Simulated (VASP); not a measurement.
# Al4P in VASP: further runs, part 2 of 2

VASP 6.6.1. Earlier steps stand in the parts before.

**3. Single point, PBE**

File INCAR:

```
SYSTEM = Al4P
  ALGO = Normal
  EDIFF = 1E-6
  ENCUT = 520
  GGA = PE
  ISIF = 2
  ISMEAR = 0
  LASPH = .True.
  LCHARG = .True.
  LELF = .True.
  LREAL = .False.
  LVHAR = .True.
  LWAVE = .False.
  NBANDS = 16
  NELM = 60
  PREC = Accurate
  SIGMA = 0.1
```

File KPOINTS:

```
k-points
0
Gamma
  10 10 10
  0 0 0
```

File POSCAR:

```
Al4P
1.0
   -2.8942031158      2.8942031158      2.8942031158
    2.8942031158     -2.8942031158      2.8942031158
    2.8942031158      2.8942031158     -2.8942031158
Al P
4 1
Direct
    0.0000000000      0.5000000000      0.0000000000
    0.5000000000      0.5000000000      0.5000000000
    0.0000000000      0.0000000000      0.5000000000
    0.5000000000      0.0000000000      0.0000000000
    0.0000000000      0.0000000000      0.0000000000
```

Potentials or basis: VASP PAW PBE potentials, release 64 (Al, P).

Launch:

```sh
> cat potpaw_PBE.64/Al/POTCAR potpaw_PBE.64/P/POTCAR > POTCAR
> mpirun -np 1 vasp_std > vasp.out
```

OUTCAR:

```text
SYSTEM = Al4P
   EDIFF = 1E-6
   ENCUT = 520
   GGA = PE
   ISIF = 2
   ISMEAR = 0
   LASPH = .True.
   LREAL = .False.
   NELM = 60
   PREC = Accurate

 ion  position               nearest neighbor table
   1  0.000  0.500  0.000-   5 2.51   5 2.51   4 2.89   2 2.89   3 2.89   3 2.89   2 2.89   4 2.89

   2  0.500  0.500  0.500-   5 2.51   5 2.51   4 2.89   1 2.89   4 2.89   1 2.89   3 2.89   3 2.89

   3  0.000  0.000  0.500-   5 2.51   5 2.51   4 2.89   1 2.89   2 2.89   1 2.89   4 2.89   2 2.89

   4  0.500  0.000  0.000-   5 2.51   5 2.51   3 2.89   1 2.89   2 2.89   2 2.89   3 2.89   1 2.89

   5  0.000  0.000  0.000-   1 2.51   2 2.51   3 2.51   4 2.51   3 2.51   1 2.51   4 2.51   2 2.51

  LATTYP: Found a body centered cubic cell.
 ALAT       =     5.7884062316

  Lattice vectors:

 A1 = (  -2.8942031158,   2.8942031158,   2.8942031158)
 A2 = (   2.8942031158,  -2.8942031158,   2.8942031158)
 A3 = (   2.8942031158,   2.8942031158,  -2.8942031158)

Analysis of symmetry for initial positions (statically):
=====================================================================
 Subroutine PRICEL returns:
 Original cell was already a primitive cell.

 Routine SETGRP: Setting up the symmetry group for a
 body centered cubic supercell.

 Subroutine GETGRP returns: Found 48 space group operations
 (whereof 48 operations were pure point group operations)
 out of a pool of 48 trial point group operations.

The static configuration has the point symmetry O_h .

Analysis of symmetry for dynamics (positions and initial velocities):
=====================================================================
 Subroutine PRICEL returns:
 Original cell was already a primitive cell.

 Routine SETGRP: Setting up the symmetry group for a
 body centered cubic supercell.

 Subroutine GETGRP returns: Found 48 space group operations
 (whereof 48 operations were pure point group operations)
 out of a pool of 48 trial point group operations.

The dynamic configuration has the point symmetry O_h .

 Subroutine INISYM returns: Found 48 space group operations
 (whereof 48 operations are pure point group operations),
 and found     1 'primitive' translations

----------------------------------------------------------------------------------------

                                     Primitive cell

  volume of cell :      96.9721

  direct lattice vectors                    reciprocal lattice vectors
    -2.894203116  2.894203116  2.894203116     0.000000000  0.172759126  0.172759126
     2.894203116 -2.894203116  2.894203116     0.172759126  0.000000000  0.172759126
     2.894203116  2.894203116 -2.894203116     0.172759126  0.172759126  0.000000000

  length of vectors
     5.012906844  5.012906844  5.012906844     0.244318299  0.244318299  0.244318299

  position of ions in fractional coordinates (direct lattice)
     0.000000000  0.500000000  0.000000000
     0.500000000  0.500000000  0.500000000
     0.000000000  0.000000000  0.500000000
     0.500000000  0.000000000  0.000000000
     0.000000000  0.000000000  0.000000000

  ion indices of the primitive-cell ions
[... 26 lines left out ...]
     0.000000000  0.000000000  0.000000000

 Subroutine IBZKPT returns following result:
 ===========================================

 Found     47 irreducible k-points:

 Following reciprocal coordinates:
            Coordinates               Weight
  0.000000  0.000000  0.000000      1.000000
  0.100000  0.000000  0.000000     12.000000
  0.200000  0.000000  0.000000     12.000000
  0.300000  0.000000  0.000000     12.000000
  0.400000  0.000000  0.000000     12.000000
  0.500000  0.000000  0.000000      6.000000
[... 16 lines left out ...]
  0.300000  0.300000  0.100000      8.000000
 -0.300000  0.300000  0.100000     24.000000
 [... further k-points ...]
   k-points           NKPTS =     47   k-points in BZ     NKDIM =     47   number of bands    NBANDS=     16
   number of dos      NEDOS =    301   number of ions     NIONS =      5
   total plane-waves  NPLWV =  64000
   dimension x,y,z NGX =    40 NGY =   40 NGZ =   40
   dimension x,y,z NGXF=    80 NGYF=   80 NGZF=   80
   ions per type =               4   1
   NGX,Y,Z   is equivalent  to a cutoff of  13.27, 13.27, 13.27 a.u.
   NGXF,Y,Z  is equivalent  to a cutoff of  26.53, 26.53, 26.53 a.u.
 SYSTEM =  Al4P
   PREC   = accura    normal or accurate (medium, high low for compatibility)
   ISTART =      0    job   : 0-new  1-cont  2-samecut
   ICHARG =      2    charge: 1-file 2-atom 10-const
   ISPIN  =      1    spin polarized calculation?
   LNONCOLLINEAR =      F non collinear calculations
   LSORBIT =      F    spin-orbit coupling
   LASPH  =      T    aspherical Exc in radial PAW
   ENCUT  =  520.0 eV  38.22 Ry    6.18 a.u.   9.32  9.32  9.32*2*pi/ulx,y,z
   NELM   =     60;   NELMIN=  2; NELMDL= -5     # of ELM steps
   EDIFF  = 0.1E-05   stopping-criterion for ELM
   LREAL  =      F    real-space projection
   EDIFFG = 0.1E-04   stopping-criterion for IOM
   NSW    =      0    number of steps for IOM
   IBRION =     -1    ionic relax: 0-MD 1-quasi-New 2-CG
   NFREE  =      0    steps in history (QN), initial steepest desc. (CG)
   ISIF   =      2    stress and relaxation
   ISYM   =      2    0-nonsym 1-usesym 2-fastsym
   POTIM  = 0.5000    time-step for ionic-motion
   TEBEG  =    0.0;   TEEND  =   0.0 temperature during run
   PSTRESS=    0.0 pullay stress
   NELECT =      17.0000    total number of electrons
   NUPDOWN=      -1.0000    fix difference up-down
   EMIN   =  10.00;   EMAX   =-10.00  energy-range for DOS
   EFERMI =   0.00;   METHOD = LEGACY
   ISMEAR =     0;   SIGMA  =   0.10  broadening in eV -4-tet -1-fermi 0-gaus
   EFERMI_NEDOS =   21; number of points for ismear=-14 and -15
   IALGO  =     38    algorithm
   IMIX   =      4    mixing-type and parameters
     AMIX     =   0.40;   BMIX     =  1.00
     AMIX_MAG =   1.60;   BMIX_MAG =  1.00
  volume/ion in A,a.u.               =      19.39       130.88
  Fermi-wavevector in a.u.,A,eV,Ry     =   0.916239  1.731441 11.422009  0.839494
  Thomas-Fermi vector in A             =   2.041072
   LORBIT       =      0    0 simple, 1 ext, 2 COOP (PROOUT), +10 PAW based schemes
   GGA     = PE    functional components
   LHFCALC =     F    Hartree Fock is set to
   AEXX    =    0.0000 exact exchange contribution
   IVDW    =     0    specifies the selected vdW correction
   LEPSILON=     F    determine dielectric tensor
   LRPA    =     F    only Hartree local field effects (RPA)
 non-spin polarized calculation
 Gauss-broadening in eV      SIGMA  =   0.10
  energy-cutoff  :      520.00
  volume of cell :       96.97
 maximum number of plane-waves:      2629
 NGX is ok and might be reduce to    40

 number of electron      17.0000001 magnetization

 Free energy of the ion-electron system (eV)
  ---------------------------------------------------
  ext. energy  EPLUGINS =         0.00000000
  ---------------------------------------------------
  free energy    TOTEN  =       -18.94480962 eV

  energy without entropy =      -18.92805184  energy(sigma->0) =      -18.93643073

 E-fermi :   6.3369     XC(G=0):  -9.5673

 val. band max:        6.3364481109   @ k =   0.3000   0.2000   0.1000
 cond. band min:       6.3404623339   @ k =   0.4000   0.1000   0.1000
 fundamental gap:      0.0040142229
 Fermi energy:         6.3368639801

 k-point     1 :       0.0000    0.0000    0.0000
  band No.  band energies     occupation
      1      -6.7156      2.00000
      2       0.9799      2.00000
      3       0.9799      2.00000
      4       0.9799      2.00000
      5       0.9908      2.00000
      6       4.1698      2.00000
[... 433 lines left out ...]
      3       0.1573      2.00000
      4       0.5404      2.00000
      5       2.5712      2.00000
      6       3.2805      2.00000
[... 8 lines left out ...]
     15      11.0620      0.00000
     16      11.4034      0.00000

 [... further k-points ...]
[... 5 lines left out ...]
  --------------------------------------------------------------------------------------
  -------------------------------------------------------------------------------------
  Total       -0.0309721     -0.0309721     -0.0309721     -0.0000000     -0.0000000      0.0000000
  in kB       -0.5117225     -0.5117225     -0.5117225     -0.0000000     -0.0000000      0.0000000
  external PRESSURE =      -0.5117225 kB  Pullay stress =       0.0000000 kB

 VOLUME and BASIS-vectors are now :
 -----------------------------------------------------------------------------
  energy-cutoff  :      520.00
  volume of cell :       96.97
      direct lattice vectors                 reciprocal lattice vectors
    -2.894203116  2.894203116  2.894203116     0.000000000  0.172759126  0.172759126
     2.894203116 -2.894203116  2.894203116     0.172759126  0.000000000  0.172759126
     2.894203116  2.894203116 -2.894203116     0.172759126  0.172759126  0.000000000

 POSITION                                       TOTAL-FORCE (eV/Angst)
 -----------------------------------------------------------------------------------
      1.44710     -1.44710      1.44710        -0.000000      0.000000     -0.000000
      1.44710      1.44710      1.44710         0.000000     -0.000000     -0.000000
      1.44710      1.44710     -1.44710         0.000000     -0.000000     -0.000000
     -1.44710      1.44710      1.44710         0.000000     -0.000000      0.000000
      0.00000      0.00000      0.00000         0.000000     -0.000000     -0.000000
 -----------------------------------------------------------------------------------
    total drift:                               -0.000000      0.000000      0.000000

  FREE ENERGIE OF THE ION-ELECTRON SYSTEM (eV)
  ---------------------------------------------------
  free  energy   TOTEN  =       -18.9448096223 eV

  energy  without entropy=      -18.9280518376  energy(sigma->0) =      -18.93643073
```

Run time: 66 s. Hardware: 1 thread of Intel Xeon 6975P-C, shared host; peak memory 0.26 GiB.

What came out:

```
Free energy : -18.9448 eV
Pressure    : -0.1 GPa
```

Levels at points of the mesh, in eV from the Fermi level:
| k point | band 4 | band 5 | band 6 | band 7 | band 8 | band 9 | band 10 | band 11 | band 12 | band 13 |
| --- | --- | --- | --- | --- | --- | --- | --- | --- | --- | --- |
| (0.00, 0.00, 0.00) | -5.36 | -5.35 | -2.17 | -2.17 | -2.17 | -0.85 | -0.85 | -0.85 | 1.48 | 1.48 |
| (0.50, 0.00, 0.00) | -5.38 | -4.58 | -3.68 | -0.50 | -0.39 | 0.04 | 0.58 | 1.93 | 2.69 | 2.78 |
| (0.50, 0.50, 0.50) | -7.36 | -4.00 | -4.00 | 0.67 | 0.67 | 0.67 | 0.75 | 0.75 | 0.75 | 3.51 |

**4. Relaxation of cell and atoms, PBE**

File INCAR:

```
PREC = Accurate ; ENCUT = 600
EDIFF = 1E-6 ; ISMEAR = 0
SIGMA = 0.1 ; LREAL = False
LASPH = True ; NELM = 80
ALGO = Normal ; ISIF = 3
LWAVE = False ; LCHARG = False
GGA = PE ; IBRION = 2
NSW = 100 ; EDIFFG = -0.01
```

File KPOINTS:

```
regular mesh
0
Gamma
  10 10 10
```

POSCAR is that of step 3.

Launch:

```sh
> cat potpaw_PBE.64/Al/POTCAR potpaw_PBE.64/P/POTCAR > POTCAR
> mpirun -np 1 vasp_std > vasp.out
```

Run time: 51 s. Hardware: 1 thread of Intel Xeon 6975P-C, shared host; peak memory 0.26 GiB.

It converged, with:

- Free energy: -18.9454 eV
- Pressure after relaxing: 0.0 GPa

Final structure:
```
CELL_PARAMETERS angstrom
-2.89420 2.89420 2.89420
2.89420 -2.89420 2.89420
2.89420 2.89420 -2.89420
ATOMIC_POSITIONS crystal
Al 0.00000 0.50000 0.00000
Al 0.50000 0.50000 0.50000
Al 0.00000 0.00000 0.50000
Al 0.50000 0.00000 0.00000
P 0.00000 0.00000 0.00000
```

Levels at points of the mesh, in eV from the Fermi level:
| k point | band 6 | band 7 | band 8 | band 9 | band 10 | band 11 |
| --- | --- | --- | --- | --- | --- | --- |
| (0.00, 0.00, 0.00) | -2.17 | -2.17 | -2.17 | -0.85 | -0.85 | -0.85 |
| (0.50, 0.00, 0.00) | -3.68 | -0.50 | -0.39 | 0.04 | 0.58 | 1.93 |
| (0.50, 0.50, 0.50) | -4.00 | 0.67 | 0.67 | 0.67 | 0.75 | 0.75 |

Caveat: the relaxation stopped at its first step, so nothing moved.

**5. The runs side by side**

| task | cell | k mesh | cutoff (eV) | gap on the mesh (eV) | pressure (GPa) |
| --- | --- | --- | --- | --- | --- |
| single point | as given | 4 × 4 × 4 | 520 | none | 0.0 |
| single point | as given | 10 × 10 × 10 | 520 | none | -0.1 |
| relaxation of cell and atoms | relaxed | 10 × 10 × 10 | 600 | none | 0.0 |

Some of these runs hold the atoms at other places in the same cell, which the table doesn't show; runs alike in all that it shows share one row.

Alike in all rows: level PBE; potentials or basis VASP PAW PBE potentials, release 64 (Al, P); no spin polarisation; smearing gaussian 0.1 eV.

Caveats: some runs use coarse meshes; the relaxation stopped at its first step, so nothing moved (some runs).

Total energies depend on the potentials used, so only differences within one code and one set of settings carry meaning.
